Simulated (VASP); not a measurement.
# Se (P2_12_12) in VASP: a series of runs

Runs on Se. Level: r2SCAN. Tasks: single point, relaxation of cell and atoms.

All numbers are computed with VASP 6.6.1; they aren't measurements. Logs are shortened: lines on timing, memory, paths and dates and some standing lists are left out, and cuts for length are marked.

## 1. The cell of the first run

The structure is orthorhombic, space group P2_12_12 (No. 18). Conventional cell: a = 4.738 Å, b = 7.852 Å, c = 2.839 Å, α = 90.00°, β = 90.00°, γ = 90.00°. Se (site symmetry 1) has 3 Se at 2.25 to 2.84 Å within 3.0 Å.

## 2. Single point, r2SCAN

Input file POSCAR:

```
Se
1.0
    4.7382860946      0.0000000000      0.0000000000
    0.0000000000      7.8522464427      0.0000000000
    0.0000000000      0.0000000000      2.8388199734
Se
4
Direct
    0.6764962419      0.4038113974      0.2568477922
    0.8235037581      0.9038113974      0.7431522078
    0.3235037581      0.5961886026      0.2568477922
    0.1764962419      0.0961886026      0.7431522078
```

Input file INCAR.step1:

```
SYSTEM = Se
PREC     = Accurate       ! precision mode
ENCUT    = 520            ! plane-wave cutoff, eV
ISMEAR   = 0              ! smearing method
SIGMA    = 0.1            ! smearing width, eV
LREAL    = .False.        ! projectors in reciprocal space
LASPH    = .True.         ! aspherical terms in the spheres
NELM     = 100            ! most SCF steps
NBANDS   = 20             ! bands
GGA      = PE             ! functional
ALGO     = Normal         ! electronic algorithm
EDIFF    = 1E-4           ! SCF threshold, eV
LWAVE    = .True.         ! write WAVECAR
LCHARG   = .False.        ! write CHGCAR
```

Input file INCAR.step2:

```
SYSTEM = Se
PREC     = Accurate       ! precision mode
ENCUT    = 520            ! plane-wave cutoff, eV
EDIFF    = 1E-7           ! SCF threshold, eV
ISMEAR   = 0              ! smearing method
SIGMA    = 0.1            ! smearing width, eV
LREAL    = .False.        ! projectors in reciprocal space
LASPH    = .True.         ! aspherical terms in the spheres
NELM     = 100            ! most SCF steps
ALGO     = Normal         ! electronic algorithm
ISIF     = 2              ! what is computed and relaxed
LWAVE    = .False.        ! write WAVECAR
LCHARG   = .False.        ! write CHGCAR
METAGGA  = R2SCAN         ! meta-GGA
LMIXTAU  = .True.       
NBANDS   = 20             ! bands
ISTART   = 1
```

Input file KPOINTS:

```
regular mesh
0
Gamma
  4 2 6
  0 0 0
```

Potentials or basis: VASP PAW PBE potentials, release 64 (Se).

The run is started by

```bash
> cat potpaw_PBE.64/Se/POTCAR > POTCAR
> cp INCAR.step1 INCAR
> mpirun -np 1 vasp_std > vasp.out
> cp INCAR.step2 INCAR
> mpirun -np 1 vasp_std > vasp.out
```

OUTCAR:

```text
SYSTEM = Se
   PREC = Accurate
   ENCUT = 520
   EDIFF = 1E-7
   ISMEAR = 0
   LREAL = .False.
   LASPH = .True.
   NELM = 100
   ISIF = 2
   METAGGA = R2SCAN
   ISTART = 1

 ion  position               nearest neighbor table
   1  0.676  0.404  0.257-   3 2.25
   2  0.824  0.904  0.743-   4 2.25
   3  0.324  0.596  0.257-   1 2.25
   4  0.176  0.096  0.743-   2 2.25

  LATTYP: Found a simple orthorhombic cell.
 ALAT       =     2.8388199734
 B/A-ratio  =     1.6691041133
 C/A-ratio  =     2.7660247977

  Lattice vectors:

 A1 = (   0.0000000000,   0.0000000000,   2.8388199734)
 A2 = (   4.7382860946,   0.0000000000,   0.0000000000)
 A3 = (   0.0000000000,   7.8522464427,   0.0000000000)

Analysis of symmetry for initial positions (statically):
=====================================================================
 Subroutine PRICEL returns:
 Original cell was already a primitive cell.

 Routine SETGRP: Setting up the symmetry group for a
 simple orthorhombic supercell.

 Subroutine GETGRP returns: Found  4 space group operations
 (whereof  2 operations were pure point group operations)
 out of a pool of  8 trial point group operations.

The static configuration has the point symmetry C_2 .
 The point group associated with its full space group is D_2 .

Analysis of symmetry for dynamics (positions and initial velocities):
=====================================================================
 Subroutine PRICEL returns:
 Original cell was already a primitive cell.

 Routine SETGRP: Setting up the symmetry group for a
 simple orthorhombic supercell.

 Subroutine GETGRP returns: Found  4 space group operations
 (whereof  2 operations were pure point group operations)
 out of a pool of  8 trial point group operations.

The dynamic configuration has the point symmetry C_2 .
 The point group associated with its full space group is D_2 .

 Subroutine INISYM returns: Found  4 space group operations
 (whereof  2 operations are pure point group operations),
 and found     1 'primitive' translations

----------------------------------------------------------------------------------------

                                     Primitive cell

  volume of cell :     105.6217

  direct lattice vectors                    reciprocal lattice vectors
     4.738286095  0.000000000  0.000000000     0.211046775  0.000000000  0.000000000
     0.000000000  7.852246443  0.000000000     0.000000000  0.127352091  0.000000000
     0.000000000  0.000000000  2.838819973     0.000000000  0.000000000  0.352259041

  length of vectors
     4.738286095  7.852246443  2.838819973     0.211046775  0.127352091  0.352259041

  position of ions in fractional coordinates (direct lattice)
     0.676496242  0.403811397  0.256847792
     0.823503758  0.903811397  0.743152208
     0.323503758  0.596188603  0.256847792
     0.176496242  0.096188603  0.743152208

  ion indices of the primitive-cell ions
   primitive index   ion index
                 1           1
                 2           2
                 3           3
                 4           4

----------------------------------------------------------------------------------------

 KPOINTS: regular mesh

Automatic generation of k-mesh.
 Grid dimensions read from file:
 generate k-points for:    4    2    6

 Generating k-lattice:

  Cartesian coordinates                     Fractional coordinates (reciprocal lattice)
     0.052761694  0.000000000  0.000000000     0.250000000  0.000000000  0.000000000
     0.000000000  0.063676045  0.000000000     0.000000000  0.500000000  0.000000000
     0.000000000  0.000000000  0.058709840     0.000000000  0.000000000  0.166666667

  Length of vectors
     0.052761694  0.063676045  0.058709840

  Shift w.r.t. Gamma in fractional coordinates (k-lattice)
     0.000000000  0.000000000  0.000000000

 Subroutine IBZKPT returns following result:
 ===========================================

 Found     24 irreducible k-points:

 Following reciprocal coordinates:
            Coordinates               Weight
  0.000000  0.000000  0.000000      1.000000
  0.250000  0.000000  0.000000      2.000000
  0.500000  0.000000  0.000000      1.000000
  0.000000  0.500000  0.000000      1.000000
  0.250000  0.500000  0.000000      2.000000
  0.500000  0.500000  0.000000      1.000000
[... 16 lines left out ...]
  0.250000  0.500000  0.500000      2.000000
  0.500000  0.500000  0.500000      1.000000
   k-points           NKPTS =     24   k-points in BZ     NKDIM =     24   number of bands    NBANDS=     20
   number of dos      NEDOS =    301   number of ions     NIONS =      4
   total plane-waves  NPLWV =  51840
   dimension x,y,z NGX =    36 NGY =   60 NGZ =   24
   dimension x,y,z NGXF=    72 NGYF=  120 NGZF=   48
   ions per type =               4
   NGX,Y,Z   is equivalent  to a cutoff of  12.63, 12.70, 14.05 a.u.
   NGXF,Y,Z  is equivalent  to a cutoff of  25.26, 25.41, 28.11 a.u.
 SYSTEM =  Se
   PREC   = accura    normal or accurate (medium, high low for compatibility)
   ISTART =      1    job   : 0-new  1-cont  2-samecut
   ICHARG =      0    charge: 1-file 2-atom 10-const
   ISPIN  =      1    spin polarized calculation?
   LNONCOLLINEAR =      F non collinear calculations
   LSORBIT =      F    spin-orbit coupling
   LASPH  =      T    aspherical Exc in radial PAW
   ENCUT  =  520.0 eV  38.22 Ry    6.18 a.u.   8.81 14.60  5.28*2*pi/ulx,y,z
   NELM   =    100;   NELMIN=  2; NELMDL=  0     # of ELM steps
   EDIFF  = 0.1E-06   stopping-criterion for ELM
   LREAL  =      F    real-space projection
   EDIFFG = 0.1E-05   stopping-criterion for IOM
   NSW    =      0    number of steps for IOM
   IBRION =     -1    ionic relax: 0-MD 1-quasi-New 2-CG
   NFREE  =      0    steps in history (QN), initial steepest desc. (CG)
   ISIF   =      2    stress and relaxation
   ISYM   =      2    0-nonsym 1-usesym 2-fastsym
   POTIM  = 0.5000    time-step for ionic-motion
   TEBEG  =    0.0;   TEEND  =   0.0 temperature during run
   PSTRESS=    0.0 pullay stress
   NELECT =      24.0000    total number of electrons
   NUPDOWN=      -1.0000    fix difference up-down
   EMIN   =  10.00;   EMAX   =-10.00  energy-range for DOS
   EFERMI =   0.00;   METHOD = LEGACY
   ISMEAR =     0;   SIGMA  =   0.10  broadening in eV -4-tet -1-fermi 0-gaus
   EFERMI_NEDOS =   21; number of points for ismear=-14 and -15
   IALGO  =     38    algorithm
   IMIX   =      4    mixing-type and parameters
     AMIX     =   0.40;   BMIX     =  1.00
     AMIX_MAG =   1.60;   BMIX_MAG =  1.00
  volume/ion in A,a.u.               =      26.41       178.19
  Fermi-wavevector in a.u.,A,eV,Ry     =   0.998989  1.887816 13.578341  0.997980
  Thomas-Fermi vector in A             =   2.131250
   LORBIT       =      0    0 simple, 1 ext, 2 COOP (PROOUT), +10 PAW based schemes
   METAGGA = R2SCAN    functional components
   LHFCALC =     F    Hartree Fock is set to
   AEXX    =    0.0000 exact exchange contribution
   IVDW    =     0    specifies the selected vdW correction
   LEPSILON=     F    determine dielectric tensor
   LRPA    =     F    only Hartree local field effects (RPA)
 non-spin polarized calculation
 Gauss-broadening in eV      SIGMA  =   0.10
  energy-cutoff  :      520.00
  volume of cell :      105.62
 maximum number of plane-waves:      2862
 NGX is ok and might be reduce to    36

 number of electron      24.0000000 magnetization

 Free energy of the ion-electron system (eV)
  ---------------------------------------------------
  ext. energy  EPLUGINS =         0.00000000
  ---------------------------------------------------
  free energy    TOTEN  =       -56.64884320 eV

  energy without entropy =      -56.63477052  energy(sigma->0) =      -56.64180686

 E-fermi :   2.7127     XC(G=0):  -9.5002

 val. band max:        2.6980396941   @ k =   0.2500   0.0000   0.3333
 cond. band min:       2.8363903653   @ k =   0.5000   0.5000   0.1667
 fundamental gap:      0.1383506711
 Fermi energy:         2.7127148805

 k-point     1 :       0.0000    0.0000    0.0000
  band No.  band energies     occupation
      1     -13.8738      2.00000
      2     -13.4283      2.00000
      3     -10.1877      2.00000
      4      -9.4945      2.00000
      5      -2.7485      2.00000
      6      -2.5795      2.00000
[... 12 lines left out ...]
     19      10.0447      0.00000
     20      11.6524      0.00000

 k-point     2 :       0.2500    0.0000    0.0000
  band No.  band energies     occupation
      1     -13.7263      2.00000
      2     -13.3935      2.00000
      3     -10.2432      2.00000
      4      -9.8290      2.00000
      5      -3.2410      2.00000
      6      -2.4282      2.00000
[... 12 lines left out ...]
     19      11.5425      0.00000
     20      12.1271      0.00000

 k-point     3 :       0.5000    0.0000    0.0000
  band No.  band energies     occupation
      1     -13.4609      2.00000
      2     -13.4609      2.00000
      3     -10.2308      2.00000
      4     -10.2308      2.00000
      5      -3.1840      2.00000
      6      -3.1840      2.00000
[... 12 lines left out ...]
     19      11.5151      0.00000
     20      11.5151      0.00000

 k-point     4 :       0.0000    0.5000    0.0000
  band No.  band energies     occupation
      1     -13.6708      2.00000
      2     -13.6708      2.00000
      3      -9.8167      2.00000
      4      -9.8167      2.00000
      5      -2.8499      2.00000
      6      -2.8499      2.00000
[... 12 lines left out ...]
     19      11.7177      0.00000
     20      11.7177      0.00000

 k-point     5 :       0.2500    0.5000    0.0000
  band No.  band energies     occupation
      1     -13.5701      2.00000
      2     -13.5701      2.00000
      3     -10.0264      2.00000
      4     -10.0264      2.00000
      5      -2.8730      2.00000
      6      -2.8730      2.00000
[... 12 lines left out ...]
     19      11.5195      0.00000
     20      11.5195      0.00000
[... 353 lines left out ...]
      6      -3.5149      2.00000
[... 12 lines left out ...]
     19       9.4613      0.00000
     20       9.4613      0.00000

 k-point    22 :       0.0000    0.5000    0.5000
  band No.  band energies     occupation
      1     -11.6733      2.00000
      2     -11.6733      2.00000
      3      -7.6297      2.00000
      4      -7.6297      2.00000
      5      -3.7360      2.00000
      6      -3.7360      2.00000
[... 12 lines left out ...]
     19       9.8799      0.00000
     20       9.8799      0.00000

 k-point    23 :       0.2500    0.5000    0.5000
  band No.  band energies     occupation
      1     -11.5881      2.00000
      2     -11.5881      2.00000
      3      -7.8055      2.00000
      4      -7.8055      2.00000
      5      -3.6601      2.00000
      6      -3.6601      2.00000
[... 12 lines left out ...]
     19       9.2468      0.00000
     20       9.2468      0.00000

 k-point    24 :       0.5000    0.5000    0.5000
  band No.  band energies     occupation
      1     -11.4955      2.00000
      2     -11.4955      2.00000
      3      -7.9903      2.00000
      4      -7.9903      2.00000
      5      -3.5417      2.00000
      6      -3.5417      2.00000
[... 12 lines left out ...]
     19       9.3805      0.00000
     20       9.3805      0.00000

------------------------ aborting loop because EDIFF is reached ----------------------------------------

  FORCE on cell =-STRESS in cart. coord.  units (eV):
  Direction    XX          YY          ZZ          XY          YZ          ZX
  --------------------------------------------------------------------------------------
  -------------------------------------------------------------------------------------
  Total       -0.0443751      0.0043320      0.0586382      0.0000000      0.0000000      0.0000000
  in kB       -0.6731270      0.0657125      0.8894840      0.0000000      0.0000000      0.0000000
  external PRESSURE =       0.0940232 kB  Pullay stress =       0.0000000 kB

 VOLUME and BASIS-vectors are now :
 -----------------------------------------------------------------------------
  energy-cutoff  :      520.00
  volume of cell :      105.62
      direct lattice vectors                 reciprocal lattice vectors
     4.738286095  0.000000000  0.000000000     0.211046775  0.000000000  0.000000000
     0.000000000  7.852246443  0.000000000     0.000000000  0.127352091  0.000000000
     0.000000000  0.000000000  2.838819973     0.000000000  0.000000000  0.352259041

 POSITION                                       TOTAL-FORCE (eV/Angst)
 -----------------------------------------------------------------------------------
      3.20543      3.17083      0.72914         0.004712     -0.002490     -0.000368
      3.90200      7.09695      2.10968        -0.004712     -0.002490      0.000368
      1.53285      4.68142      0.72914        -0.004712      0.002490     -0.000368
      0.83629      0.75530      2.10968         0.004712      0.002490      0.000368
 -----------------------------------------------------------------------------------
    total drift:                               -0.000000     -0.000000      0.000000

  FREE ENERGIE OF THE ION-ELECTRON SYSTEM (eV)
  ---------------------------------------------------
  free  energy   TOTEN  =       -56.6488431993 eV

  energy  without entropy=      -56.6347705151  energy(sigma->0) =      -56.64180686
```

Run time: 1.9 min. Hardware: 1 thread of AMD EPYC 9R45 (Zen 5), shared host; peak memory 0.2 GiB.

Results:

```yaml
Free_energy: -56.6488 eV
Pressure: 0.0 GPa
Largest_force: 0.005 eV/Å
Band_gap_on_the_k_mesh: zero (bands 12 and 13 overlap by 2.98 eV)
```

Forces on the atoms (eV/Å):
```
Se   0.005 -0.002  0.000
Se  -0.005 -0.002  0.000
Se  -0.005  0.002  0.000
Se   0.005  0.002  0.000
```

Caveat: the k points lie up to 0.40 Å⁻¹ apart, too coarse for converged energies and pressures of a metal; the PAW data sets were made with another functional, which shifts forces and pressure a little.

## 3. Relaxation of cell and atoms, r2SCAN

This run uses another cell than the first one, of the same volume but with other edges.

Input file POSCAR:

```
Se
1.0
    4.8681583976      0.0000000000      0.0000000000
    0.0000000000      7.9093295400      0.0000000000
    0.0000000000      0.0000000000      2.7402019956
Se
4
Direct
    0.6740806000      0.4010458100      0.2638364000
    0.8259194000      0.9010458100      0.7361636000
    0.3259194000      0.5989541900      0.2638364000
    0.1740806000      0.0989541900      0.7361636000
```

Input file INCAR.step1:

```
SYSTEM = Se
ALGO = Normal ; EDIFF = 1E-4
ENCUT = 600 ; GGA = PE
ISMEAR = 0 ; LASPH = .True.
LCHARG = .False. ; LREAL = .False.
LWAVE = .True. ; NELM = 100
PREC = Accurate ; SIGMA = 0.1
```

Input file INCAR.step2:

```
SYSTEM = Se
ALGO = Normal ; EDIFF = 1E-7
EDIFFG = -0.04 ; ENCUT = 600
IBRION = 2 ; ISIF = 3
ISMEAR = 0 ; ISTART = 1
LASPH = .True. ; LCHARG = .False.
LMIXTAU = .True. ; LREAL = .False.
LWAVE = .False. ; METAGGA = R2SCAN
NELM = 100 ; NSW = 90
PREC = Accurate ; SIGMA = 0.1
```

Input file KPOINTS:

```
k-points
0
Gamma
  4 2 6
  0 0 0
```

Potentials or basis: VASP PAW PBE potentials, release 64 (Se).

The run is started by

```bash
> cat potpaw_PBE.64/Se/POTCAR > POTCAR
> cp INCAR.step1 INCAR
> mpirun -np 1 vasp_std > vasp.out
> cp INCAR.step2 INCAR
> mpirun -np 1 vasp_std > vasp.out
```

It took 17 min on 1 thread of AMD EPYC 9R45 (Zen 5), shared host; peak memory 0.25 GiB.

The run converged. Its results:

* Free energy: -56.6505 eV
* Relaxed volume: 26.37 Å³/atom
* Relaxed cell: a = 4.727 Å, b = 7.857 Å, c = 2.840 Å, α = 90.00°, β = 90.00°, γ = 90.00°
* Space group after relaxing (to 0.1 Å): P2_12_12 (No. 18)
* Energy gained by relaxing: 35.1 meV/atom
* Ionic steps: 11
* Pressure after relaxing: 0.0 GPa
* Largest force after relaxing: 0.026 eV/Å
* Band gap on the k mesh: zero (bands 12 and 13 overlap by 2.99 eV)

Forces in eV/Å, atoms in the order of the input:
```
Se  -0.003  0.026 -0.001
Se   0.003  0.026  0.001
Se   0.003 -0.026 -0.001
Se  -0.003 -0.026  0.001
```

Stress tensor (GPa, compression positive):
```
-0.12  0.00  0.00
 0.00 -0.05  0.00
 0.00  0.00  0.02
```

Step by step:
```tsv
step	energy change (eV)	largest force (eV/Å)	pressure (GPa)	volume (Å³)
1	0.0000	0.8765	0.38	105.51
2	0.0313	1.7250	2.64	106.23
3	-0.1307	0.1810	0.83	105.91
4	-0.1334	0.1353	-0.73	107.85
5	-0.1358	0.0266	-0.10	107.04
6	-0.1364	0.0550	-0.08	106.95
7	-0.1365	0.0718	-0.08	106.92
8	-0.1369	0.0675	-0.09	106.83
9	-0.1380	0.0538	-0.13	106.55
10	-0.1392	0.0273	-0.20	106.00
11	-0.1402	0.0258	-0.05	105.48
```

Final structure:
```
Se
1.0
     4.72742    0.00000    0.00000
     0.00000    7.85709    0.00000
     0.00000    0.00000    2.83985
Se
4
Cartesian
  3.1915 3.1627 0.7487
  3.8996 7.0912 2.0911
  1.5359 4.6944 0.7487
  0.8278 0.7658 2.0911
```

Levels at points of the mesh, in eV from the Fermi level:
| k point | band 8 | band 9 | band 10 | band 11 | band 12 | band 13 | band 14 | band 15 | band 16 |
| --- | --- | --- | --- | --- | --- | --- | --- | --- | --- |
| (0.00, 0.00, 0.00) | -3.06 | -2.37 | -1.80 | 1.58 | 1.97 | 2.12 | 2.62 | 4.16 | 4.58 |
| (0.50, 0.00, 0.00) | -3.62 | -0.73 | -0.73 | 1.92 | 1.92 | 2.63 | 2.63 | 4.16 | 4.16 |
| (0.00, 0.50, 0.00) | -3.09 | -2.20 | -2.20 | 1.76 | 1.76 | 1.81 | 1.81 | 4.39 | 4.39 |
| (0.50, 0.50, 0.00) | -4.66 | -0.19 | -0.19 | 1.92 | 1.92 | 2.68 | 2.68 | 4.16 | 4.16 |
| (0.00, 0.00, 0.50) | -3.67 | -3.57 | -3.55 | -1.48 | -1.42 | -0.26 | -0.22 | 3.48 | 3.55 |
| (0.50, 0.00, 0.50) | -4.08 | -3.43 | -3.43 | -2.65 | -2.65 | 1.28 | 1.28 | 4.03 | 4.03 |
| (0.00, 0.50, 0.50) | -3.98 | -3.28 | -3.28 | -1.54 | -1.54 | -0.25 | -0.25 | 3.75 | 3.75 |
| (0.50, 0.50, 0.50) | -4.17 | -3.40 | -3.40 | -2.40 | -2.40 | 1.12 | 1.12 | 3.39 | 3.39 |

Caveat: the k points lie up to 0.40 Å⁻¹ apart in the final cell, too coarse for converged energies and pressures of a metal; the PAW data sets were made with another functional, which shifts forces and pressure a little.
